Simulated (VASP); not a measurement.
# C (C2/m) in VASP: a series of runs

Runs on C. Level: PBE+D3(BJ). Tasks: relaxation of shape and atoms at fixed volume.

Program: VASP 6.6.1. These are calculated values, not measurements. Logs are shortened: lines on timing, memory, paths and dates and some standing lists are left out, and cuts for length are marked.

**1. The cell of the first run**

The typed cell holds 2 atoms: a = 2.489 Å, b = 2.489 Å, c = 3.696 Å, α = 109.61°, β = 109.61°, γ = 60.00°.

**2. Relaxation of shape and atoms at fixed volume, PBE+D3(BJ) (9.14 Å³/atom)**

Input file INCAR:

```
SYSTEM = C
PREC = Accurate
ENCUT = 600
EDIFF = 1E-7
ISMEAR = 0
SIGMA = 0.02
LREAL = .False.
LASPH = .True.
NELM = 120
ALGO = Normal
ISIF = 4
LWAVE = .False.
LCHARG = .False.
GGA = PE
IVDW = 12
IBRION = 2
NSW = 50
EDIFFG = -0.01
GGA_COMPAT = .False.
NELMIN = 4
```

Input file KPOINTS:

```
regular mesh
0
Gamma
  14 14 8
  0 0 0
```

Input file POSCAR:

```
C
1.0
    2.1558119309     -1.2446650959     -0.0108984155
    2.1558119309      1.2446650959     -0.0108984155
   -1.4154850360      0.0000000000      3.4145524813
C
2
Direct
    0.8333715329      0.8333715329      0.0001140592
    0.1666284671      0.1666284671      0.9998859408
```

Potentials or basis: VASP PAW PBE potentials, release 64 (C).

Run with:

```console
> cat potpaw_PBE.64/C/POTCAR > POTCAR
> mpirun -np 1 vasp_std > vasp.out
```

OUTCAR:

```text
SYSTEM = C
   PREC = Accurate
   ENCUT = 600
   EDIFF = 1E-7
   ISMEAR = 0
   LREAL = .False.
   LASPH = .True.
   NELM = 120
   ISIF = 4
   GGA = PE
   IVDW = 12
   IBRION = 2
   NSW = 50
   EDIFFG = -0.01
   NELMIN = 4
 IVDW          = 12

 ion  position               nearest neighbor table
   1  0.833  0.833  0.000-   2 1.44   2 1.44   2 1.44
   2  0.167  0.167  1.000-   1 1.44   1 1.44   1 1.44

  LATTYP: Found a base centered monoclinic cell.
 ALAT       =     4.3116789569
 B/A-ratio  =     0.5773459055
 C/A-ratio  =     0.8572804253
 COS(beta)  =    -0.3876096558

  Lattice vectors:

 A1 = (   2.1558119309,  -1.2446650959,  -0.0108984155)
 A2 = (   2.1558119309,   1.2446650959,  -0.0108984155)
 A3 = (  -1.4154850360,   0.0000000000,   3.4145524813)

Analysis of symmetry for initial positions (statically):
=====================================================================
 Subroutine PRICEL returns:
 Original cell was already a primitive cell.

 Routine SETGRP: Setting up the symmetry group for a
 base centered monoclinic supercell.

 Subroutine GETGRP returns: Found  4 space group operations
 (whereof  4 operations were pure point group operations)
 out of a pool of  4 trial point group operations.

The static configuration has the point symmetry C_2h.

Analysis of symmetry for dynamics (positions and initial velocities):
=====================================================================
 Subroutine PRICEL returns:
 Original cell was already a primitive cell.

 Routine SETGRP: Setting up the symmetry group for a
 base centered monoclinic supercell.

 Subroutine GETGRP returns: Found  4 space group operations
 (whereof  4 operations were pure point group operations)
 out of a pool of  4 trial point group operations.

The dynamic configuration has the point symmetry C_2h.

 Subroutine INISYM returns: Found  4 space group operations
 (whereof  4 operations are pure point group operations),
 and found     1 'primitive' translations

----------------------------------------------------------------------------------------

                                     Primitive cell

  volume of cell :      18.2859

  direct lattice vectors                    reciprocal lattice vectors
     2.155811931 -1.244665096 -0.010898415     0.232418251 -0.401714487  0.096347781
     2.155811931  1.244665096 -0.010898415     0.232418251  0.401714487  0.096347781
    -1.415485036  0.000000000  3.414552481     0.001483644  0.000000000  0.293479184

  length of vectors
     2.489344303  2.489344303  3.696317970     0.473999649  0.473999649  0.293482934

  position of ions in fractional coordinates (direct lattice)
     0.833371533  0.833371533  0.000114059
     0.166628467  0.166628467  0.999885941

  ion indices of the primitive-cell ions
   primitive index   ion index
                 1           1
                 2           2

----------------------------------------------------------------------------------------

 KPOINTS: regular mesh

Automatic generation of k-mesh.
 Grid dimensions read from file:
 generate k-points for:   14   14    8

 Generating k-lattice:

  Cartesian coordinates                     Fractional coordinates (reciprocal lattice)
     0.016601304 -0.028693892  0.006881984     0.071428571  0.000000000 -0.000000000
     0.016601304  0.028693892  0.006881984     0.000000000  0.071428571 -0.000000000
     0.000185456  0.000000000  0.036684898     0.000000000  0.000000000  0.125000000

  Length of vectors
     0.033857118  0.033857118  0.036685367

  Shift w.r.t. Gamma in fractional coordinates (k-lattice)
     0.000000000  0.000000000  0.000000000

 Subroutine IBZKPT returns following result:
 ===========================================

 Found    429 irreducible k-points:

 Following reciprocal coordinates:
            Coordinates               Weight
  0.000000  0.000000  0.000000      1.000000
  0.071429  0.000000 -0.000000      4.000000
  0.142857  0.000000 -0.000000      4.000000
  0.214286 -0.000000  0.000000      4.000000
  0.285714  0.000000 -0.000000      4.000000
  0.357143  0.000000 -0.000000      4.000000
[... 16 lines left out ...]
  0.214286  0.142857 -0.000000      4.000000
  0.285714  0.142857 -0.000000      4.000000
 [... further k-points ...]
   k-points           NKPTS =    429   k-points in BZ     NKDIM =    429   number of bands    NBANDS=      8
   number of dos      NEDOS =    301   number of ions     NIONS =      2
   total plane-waves  NPLWV =  12000
   dimension x,y,z NGX =    20 NGY =   20 NGZ =   30
   dimension x,y,z NGXF=    40 NGYF=   40 NGZF=   60
   ions per type =               2
   NGX,Y,Z   is equivalent  to a cutoff of  13.36, 13.36, 13.49 a.u.
   NGXF,Y,Z  is equivalent  to a cutoff of  26.71, 26.71, 26.99 a.u.
 SYSTEM =  C
   PREC   = accura    normal or accurate (medium, high low for compatibility)
   ISTART =      0    job   : 0-new  1-cont  2-samecut
   ICHARG =      2    charge: 1-file 2-atom 10-const
   ISPIN  =      1    spin polarized calculation?
   LNONCOLLINEAR =      F non collinear calculations
   LSORBIT =      F    spin-orbit coupling
   LASPH  =      T    aspherical Exc in radial PAW
   ENCUT  =  600.0 eV  44.10 Ry    6.64 a.u.   4.97  4.97  7.38*2*pi/ulx,y,z
   NELM   =    120;   NELMIN=  4; NELMDL= -5     # of ELM steps
   EDIFF  = 0.1E-06   stopping-criterion for ELM
   LREAL  =      F    real-space projection
   EDIFFG = -.1E-01   stopping-criterion for IOM
   NSW    =     50    number of steps for IOM
   IBRION =      2    ionic relax: 0-MD 1-quasi-New 2-CG
   NFREE  =      1    steps in history (QN), initial steepest desc. (CG)
   ISIF   =      4    stress and relaxation
   ISYM   =      2    0-nonsym 1-usesym 2-fastsym
   POTIM  = 0.5000    time-step for ionic-motion
   TEBEG  =    0.0;   TEEND  =   0.0 temperature during run
   PSTRESS=    0.0 pullay stress
   NELECT =       8.0000    total number of electrons
   NUPDOWN=      -1.0000    fix difference up-down
   EMIN   =  10.00;   EMAX   =-10.00  energy-range for DOS
   EFERMI =   0.00;   METHOD = LEGACY
   ISMEAR =     0;   SIGMA  =   0.02  broadening in eV -4-tet -1-fermi 0-gaus
   EFERMI_NEDOS =   21; number of points for ismear=-14 and -15
   IALGO  =     38    algorithm
   IMIX   =      4    mixing-type and parameters
     AMIX     =   0.40;   BMIX     =  1.00
     AMIX_MAG =   1.60;   BMIX_MAG =  1.00
  volume/ion in A,a.u.               =       9.14        61.70
  Fermi-wavevector in a.u.,A,eV,Ry     =   1.242795  2.348542 21.014732  1.544539
  Thomas-Fermi vector in A             =   2.377134
   LORBIT       =      0    0 simple, 1 ext, 2 COOP (PROOUT), +10 PAW based schemes
   GGA     = PE    functional components
   LHFCALC =     F    Hartree Fock is set to
   AEXX    =    0.0000 exact exchange contribution
   IVDW    =    12    specifies the selected vdW correction
   LEPSILON=     F    determine dielectric tensor
   LRPA    =     F    only Hartree local field effects (RPA)
 conjugate gradient relaxation of ions
 non-spin polarized calculation
 Gauss-broadening in eV      SIGMA  =   0.02
  energy-cutoff  :      600.00
  volume of cell :       18.29
 maximum number of plane-waves:       628
   NGX =  9   NGY =  9   NGZ = 15

--------------------------------------- Ionic step        1  -------------------------------------------

 number of electron       8.0000000 magnetization

 Free energy of the ion-electron system (eV)
  ---------------------------------------------------
  ext. energy  EPLUGINS =         0.00000000
  ---------------------------------------------------
  free energy    TOTEN  =       -18.42287724 eV

  energy without entropy =      -18.42287724  energy(sigma->0) =      -18.42287724

------------------------ aborting loop because EDIFF is reached ----------------------------------------

 Edisp (eV)   -0.30535

 E8    (eV) :    -0.0864

  FORCE on cell =-STRESS in cart. coord.  units (eV):
  Direction    XX          YY          ZZ          XY          YZ          ZX
  --------------------------------------------------------------------------------------
  -------------------------------------------------------------------------------------
  Total      -1.36343    -1.36309    -0.06306     0.00000     0.00000     0.00601
  in kB    -119.46115  -119.43112    -5.52511     0.00000     0.00000     0.52629
  external pressure =      -81.47 kB  Pullay stress =        0.00 kB
[... 61 lines left out ...]
  energy  without entropy=      -18.7394345086  energy(sigma->0) =      -18.73943451

--------------------------------------- Ionic step        3  -------------------------------------------

 number of electron       8.0000000 magnetization

 Free energy of the ion-electron system (eV)
  ---------------------------------------------------
  ext. energy  EPLUGINS =         0.00000000
  ---------------------------------------------------
  free energy    TOTEN  =       -18.43941001 eV

  energy without entropy =      -18.43941001  energy(sigma->0) =      -18.43941001

 E-fermi :   4.1619     XC(G=0): -10.0880

 val. band max:        4.0483520635   @ k =  -0.2857   0.3571   0.1250
 cond. band min:       4.8164824642   @ k =  -0.3571   0.3571   0.5000
 fundamental gap:      0.7681304008
 Fermi energy:         4.1619402496

 k-point     1 :       0.0000    0.0000    0.0000
  band No.  band energies     occupation
      1     -15.2251      2.00000
      2      -2.3300      2.00000
      3       1.3624      2.00000
      4       1.3627      2.00000
      5       8.4165      0.00000
      6      12.7142      0.00000
      7      12.7145      0.00000
      8      15.7135      0.00000
[... 243 lines left out ...]
 k-point    24 :       0.2857    0.1429   -0.0000
  band No.  band energies     occupation
      1     -13.7428      2.00000
      2      -2.4819      2.00000
      3      -1.2690      2.00000
      4      -1.0376      2.00000
      5      11.0000      0.00000
      6      11.6891      0.00000
      7      13.9728      0.00000
      8      15.5599      0.00000

 [... further k-points ...]

------------------------ aborting loop because EDIFF is reached ----------------------------------------

 Edisp (eV)   -0.30040

 E8    (eV) :    -0.0847

  FORCE on cell =-STRESS in cart. coord.  units (eV):
  Direction    XX          YY          ZZ          XY          YZ          ZX
  --------------------------------------------------------------------------------------
  -------------------------------------------------------------------------------------
  Total      -0.12149    -0.12147    -0.12045     0.00000     0.00000    -0.00045
  in kB     -10.64470   -10.64265   -10.55321     0.00000     0.00000    -0.03929
  external pressure =      -10.61 kB  Pullay stress =        0.00 kB
[... 17 lines left out ...]
  FREE ENERGIE OF THE ION-ELECTRON SYSTEM (eV)
  ---------------------------------------------------
  free  energy   TOTEN  =       -18.7398055888 eV

  energy  without entropy=      -18.7398055888  energy(sigma->0) =      -18.73980559

 reached required accuracy - stopping structural energy minimisation
```

Wall time 2.7 min (1 thread of Intel Xeon 8259CL, shared host); peak memory 0.19 GiB.

What came out:

| Property | Result |
| --- | --- |
| Free energy | -18.7398 eV |
| Energy gained by relaxing | 5.8 meV/atom |
| Ionic steps | 3 |
| Pressure after relaxing | -1.1 GPa |
| Largest force after relaxing | 0.003 eV/Å |
| Dispersion energy per atom | -0.150 eV |

Forces in eV/Å, atoms in the order of the input:
```
C    0.000  0.000 -0.003
C    0.000  0.000  0.003
```

Step by step:
```tsv
step	energy change (eV)	largest force (eV/Å)	pressure (GPa)	volume (Å³)
1	0.0000	0.0004	-8.15	18.29
2	-0.0112	0.0039	0.24	18.29
3	-0.0116	0.0034	-1.06	18.29
```

Final structure:
```
C
1.0
     2.13686   -1.23373   -0.01083
     2.13686    1.23373   -0.01083
    -1.40262    0.00000    3.47519
C
2
Direct
  0.83337 0.83337 0.00011
  0.16663 0.16663 0.99989
```

**3. Relaxation of shape and atoms at fixed volume, PBE+D3(BJ) (9.41 Å³/atom)**

This run uses another cell than the first one, of 9.41 Å³/atom.

Input file INCAR:

```
  PREC = Accurate
  ENCUT = 600
  EDIFF = 1E-7
  ISMEAR = 0
  SIGMA = 0.02
  LREAL = False
  LASPH = True
  NELM = 120
  ALGO = Normal
  ISIF = 4
  LWAVE = False
  LCHARG = False
  GGA = PE
  IVDW = 12
  IBRION = 2
  NSW = 50
  EDIFFG = -0.01
  GGA_COMPAT = False
  NELMIN = 4
```

Input file KPOINTS:

```
regular mesh
0
Gamma
  14 14 8
```

Input file POSCAR:

```
C
1.0
    2.1566579771     -1.2451634820     -0.0113467701
    2.1566579771      1.2451634820     -0.0113467701
   -1.4162615181      0.0000000000      3.5113139458
C
2
Direct
    0.8333597634      0.8333597634      0.0000787648
    0.1666402366      0.1666402366      0.9999212352
```

Potentials or basis: VASP PAW PBE potentials, release 64 (C).

Run with:

```console
> cat potpaw_PBE.64/C/POTCAR > POTCAR
> mpirun -np 1 vasp_std > vasp.out
```

OUTCAR:

```text
PREC = Accurate
   ENCUT = 600
   EDIFF = 1E-7
   ISMEAR = 0
   LREAL = False
   LASPH = True
   NELM = 120
   ISIF = 4
   GGA = PE
   IVDW = 12
   IBRION = 2
   NSW = 50
   EDIFFG = -0.01
   NELMIN = 4
 IVDW          = 12

 ion  position               nearest neighbor table
   1  0.833  0.833  0.000-   2 1.44   2 1.44   2 1.44
   2  0.167  0.167  1.000-   1 1.44   1 1.44   1 1.44

  LATTYP: Found a base centered monoclinic cell.
 ALAT       =     4.3133756523
 B/A-ratio  =     0.5773498913
 C/A-ratio  =     0.8777754273
 COS(beta)  =    -0.3789353607

  Lattice vectors:

 A1 = (   2.1566579771,  -1.2451634820,  -0.0113467701)
 A2 = (   2.1566579771,   1.2451634820,  -0.0113467701)
 A3 = (  -1.4162615181,   0.0000000000,   3.5113139458)

Analysis of symmetry for initial positions (statically):
=====================================================================
 Subroutine PRICEL returns:
 Original cell was already a primitive cell.

 Routine SETGRP: Setting up the symmetry group for a
 base centered monoclinic supercell.

 Subroutine GETGRP returns: Found  4 space group operations
 (whereof  4 operations were pure point group operations)
 out of a pool of  4 trial point group operations.

The static configuration has the point symmetry C_2h.

Analysis of symmetry for dynamics (positions and initial velocities):
[... 151 lines left out ...]

 number of electron       7.9999999 magnetization

 Free energy of the ion-electron system (eV)
  ---------------------------------------------------
  ext. energy  EPLUGINS =         0.00000000
  ---------------------------------------------------
  free energy    TOTEN  =       -18.43017297 eV

  energy without entropy =      -18.43017297  energy(sigma->0) =      -18.43017297

------------------------ aborting loop because EDIFF is reached ----------------------------------------

 Edisp (eV)   -0.29513

 E8    (eV) :    -0.0832
[... 71 lines left out ...]
--------------------------------------- Ionic step        3  -------------------------------------------

 number of electron       7.9999999 magnetization

 Free energy of the ion-electron system (eV)
  ---------------------------------------------------
  ext. energy  EPLUGINS =         0.00000000
  ---------------------------------------------------
  free energy    TOTEN  =       -18.44593668 eV

  energy without entropy =      -18.44593668  energy(sigma->0) =      -18.44593668

 E-fermi :   3.8436     XC(G=0):  -9.8949

 val. band max:        3.7627774245   @ k =  -0.2857   0.3571   0.1250
 cond. band min:       4.6047579868   @ k =  -0.3571   0.3571   0.5000
 fundamental gap:      0.8419805623
 Fermi energy:         3.8436187676

 k-point     1 :       0.0000    0.0000    0.0000
  band No.  band energies     occupation
      1     -15.4344      2.00000
      2      -2.6902      2.00000
      3       1.1145      2.00000
      4       1.1148      2.00000
      5       7.9952      0.00000
      6      12.4553      0.00000
      7      12.4553      0.00000
      8      15.4691      0.00000
[... 243 lines left out ...]
 k-point    24 :       0.2857    0.1429    0.0000
  band No.  band energies     occupation
      1     -13.9626      2.00000
      2      -2.7280      2.00000
      3      -1.5132      2.00000
      4      -1.3417      2.00000
      5      10.5296      0.00000
      6      11.4584      0.00000
      7      13.7049      0.00000
      8      15.2881      0.00000

 [... further k-points ...]

------------------------ aborting loop because EDIFF is reached ----------------------------------------

 Edisp (eV)   -0.29049

 E8    (eV) :    -0.0817
[... 25 lines left out ...]
  FREE ENERGIE OF THE ION-ELECTRON SYSTEM (eV)
  ---------------------------------------------------
  free  energy   TOTEN  =       -18.7364247809 eV

  energy  without entropy=      -18.7364247809  energy(sigma->0) =      -18.73642478

 reached required accuracy - stopping structural energy minimisation
```

OSZICAR:

```text
N       E                     dE             d eps       ncg     rms          rms(c)
DAV:   1     0.354627405183E+01    0.35463E+01   -0.45851E+03  6928   0.988E+02
[... 23 lines left out ...]
       N       E                     dE             d eps       ncg     rms          rms(c)
DAV:   1    -0.184466865012E+02   -0.21506E-03   -0.34850E-02  6864   0.161E+00    0.107E-01
DAV:   2    -0.184461700860E+02    0.51642E-03   -0.70975E-04 10016   0.218E-01    0.614E-02
DAV:   3    -0.184459376276E+02    0.23246E-03   -0.81694E-04  8256   0.193E-01    0.162E-02
DAV:   4    -0.184459368119E+02    0.81573E-06   -0.13025E-05  8928   0.314E-02    0.774E-03
DAV:   5    -0.184459366581E+02    0.15381E-06   -0.17351E-06  8888   0.132E-02    0.133E-03
DAV:   6    -0.184459366837E+02   -0.25605E-07   -0.38935E-08  8816   0.178E-03
   3 F= -.18736425E+02 E0= -.18736425E+02  d E =-.111193E-01
```

CONTCAR:

```text
C
   1.00000000000000
     2.1379136078238843   -1.2343396920975569   -0.0112611542465142
     2.1379136078238843    1.2343396920975569   -0.0112611542465142
    -1.4034884454382799    0.0000000000000000    3.5729701147128639
  C
     2
Direct
     0.8333567374776651    0.8333567374776651    0.0000720201362190
     0.1666432625223349    0.1666432625223349    0.9999279798637809

  0.00000000E+00  0.00000000E+00  0.00000000E+00
  0.00000000E+00  0.00000000E+00  0.00000000E+00
```

Wall time 3.5 min (1 thread of Intel Xeon 8259CL, shared host); peak memory 0.19 GiB.

What came out:

* Free energy: -18.7364 eV
* Energy gained by relaxing: 5.6 meV/atom
* Ionic steps: 3
* Pressure after relaxing: -1.6 GPa
* Dispersion energy per atom: -0.145 eV

Forces in eV/Å, atoms in the order of the input:
```
C    0.000  0.000 -0.002
C    0.000  0.000  0.002
```

The path:
```csv
step,energy change (eV),largest force (eV/Å),pressure (GPa),volume (Å³)
1,0.0000,0.0006,-8.39,18.82
2,-0.0108,0.0025,-0.46,18.82
3,-0.0111,0.0023,-1.57,18.82
```

Final structure:
```xyz
2
Lattice="2.1379 -1.2343 -0.0113 2.1379 1.2343 -0.0113 -1.4035 0.0000 3.5730" Properties=species:S:1:pos:R:3 pbc="T T T"
C     3.5632    0.0000   -0.0185
C    -0.6909    0.0000    3.5690
```
